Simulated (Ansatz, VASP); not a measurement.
# Two plane-wave programs on CsH

```xyz
2
Lattice="0.0000 3.0000 3.6000 3.0000 0.0000 3.6000 3.0000 3.0000 0.0000" Properties=species:S:1:pos:R:3 pbc="T T T"
Cs    0.0000    0.0000    0.0000
H     3.0000    3.0000    3.6000
```

Alike in both runs: task single point; functional LDA; k mesh 8 × 8 × 8; occupations gaussian, width 0.05 eV; no spin polarisation.

```csv
,VASP,Ansatz
version,VASP 6.6.1,Ansatz 0.2.0
potentials or method,"VASP PAW LDA potentials, release 64 (Cs_sv, H), cutoff 520 eV","scalar-relativistic, plane waves, PAW"
valence electrons in the cell,10,10
```

Ansatz gave:

| Quantity | Value |
| --- | --- |
| gap on the k mesh at the Fermi level (eV) | 1.82 |
| least direct gap on the mesh (eV) | 1.82 |
| pressure (GPa) | -0.6 |
| traceless stress, the component that is largest in VASP (GPa) | -1.63 |

Question: Which values does VASP return?

Answer: gap on the k mesh at the Fermi level (eV): 1.80; least direct gap on the mesh (eV): 1.80; pressure (GPa): -0.5; traceless stress, the component that is largest in VASP (GPa): -1.69.

LDA's correlation is that of Perdew and Zunger in VASP and of Perdew and Wang (1992) in Ansatz.

Spin-orbit coupling is off throughout.
